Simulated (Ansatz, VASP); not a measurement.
Ti in VASP and in Ansatz

Contents of INCAR:

```
SYSTEM = Ti
  PREC = Accurate
  ENCUT = 600
  EDIFF = 1E-6
  ISMEAR = -1
  SIGMA = 0.05
  LREAL = .FALSE.
  LASPH = .TRUE.
  NELM = 100
  ALGO = Fast
  ISIF = 3
  LWAVE = .FALSE.
  LCHARG = .FALSE.
  GGA = CA
  IBRION = 2
  NSW = 60
  EDIFFG = -0.01
```

File KPOINTS:

```
regular mesh
0
G
  7 7 9
  0 0 0
```

POSCAR

```
Ti
1.0
    4.5673748306      0.0000000000      0.0000000000
   -2.2836874153      3.9554626319      0.0000000000
    0.0000000000      0.0000000000      2.8262442700
Ti
3
Direct
    0.6666666667      0.3333333333      0.5000000000
    0.3333333333      0.6666666667      0.5000000000
    0.0000000000      0.0000000000      0.0000000000
```

The input input.yaml:

```yaml
crystal:
  lattice:
    - [4.5673748306, 0.0, 0.0]
    - [-2.2836874153, 3.9554626319, 0.0]
    - [0.0, 0.0, 2.82624427]
  atoms:
    - { symbol: Ti, position: [0.6666666667, 0.3333333333, 0.5] }
    - { symbol: Ti, position: [0.3333333333, 0.6666666667, 0.5] }
    - { symbol: Ti, position: [0.0, 0.0, 0.0] }
hamiltonian:
  xc: lda
  pseudopotentials: { kind: paw }
kpoints:
  mp_grid: { grid: [7, 7, 9] }
scf:
  occupations: { method: fermi_dirac, width: 0.05 }
output:
  forces: true
  stress: true
  eigenvalues: true
  write_density: true
  write_potential: true
  elf: true
  volumetric_format: npy
relax:
  f_tol: 0.01
  max_steps: 40
  cell: { stress_tol: 0.05 }
```

Alike in both runs: task relaxation of cell and atoms; functional LDA; k mesh 7 × 7 × 9; occupations fermi-dirac, width 0.05 eV; no spin polarisation.

```csv
,VASP,Ansatz
version,VASP 6.6.1,Ansatz 0.2.0
potentials or method,"VASP PAW LDA potentials, release 64 (Ti_sv)",Ansatz PAW
plane-wave cutoff (eV),600,420
valence electrons in the cell,36,36
```

VASP gave:

| Property | Result |
| --- | --- |
| gap on the k mesh at the Fermi level, each at its own relaxed structure (eV) | none |
| relaxed volume (Å³/atom) | 15.84 |
| relaxed cell length with the largest relative difference (Å) | 2.768 |

Question: What did Ansatz give for the same quantities?

Answer: gap on the k mesh at the Fermi level, each at its own relaxed structure (eV): none; relaxed volume (Å³/atom): 15.85; relaxed cell length with the largest relative difference (Å): 2.769.

LDA's correlation is that of Perdew and Zunger in VASP and of Perdew and Wang (1992) in Ansatz. A gap of «none» marks a metal or a gap that the smearing closes.

Noted on Ansatz's run: the plane-wave basis is chosen anew once the cell has moved, so the energies of steps on either side of that aren't comparable.
